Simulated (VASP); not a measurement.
Input of a VASP 6.6.1 run:

Contents of INCAR:

```
ALGO = Normal
EDIFF = 1E-6
ENCUT = 520
GGA = RE
ISIF = 2
ISMEAR = -1
LASPH = T
LCHARG = F
LREAL = F
LWAVE = F
NBANDS = 13
NELM = 100
PREC = Accurate
SIGMA = 0.1
```

Contents of KPOINTS:

```
k-points
0
Gamma
  16 16 16
```

The input POSCAR:

```
Ru
1.0
    0.0000000000      1.9127432108      1.9127432108
    1.9127432108      0.0000000000      1.9127432108
    1.9127432108      1.9127432108      0.0000000000
Ru
1
Direct
    0.0000000000      0.0000000000      0.0000000000
```

Potentials or basis: VASP PAW PBE potentials, release 64 (Ru_pv).

Run with:

```sh
$ cat potpaw_PBE.64/Ru_pv/POTCAR > POTCAR
$ mpirun -np 1 vasp_std > vasp.out
```

Problem. Predict the band gap on the k mesh.

Solution. Zero (band 7 reaches 14.41 eV, above the bottom of band 8 at 10.99 eV).

Problem. What does it give for the pressure?

Solution. -0.2 GPa.

Caveat: the PAW data sets were made with another functional, which shifts forces and pressure a little.
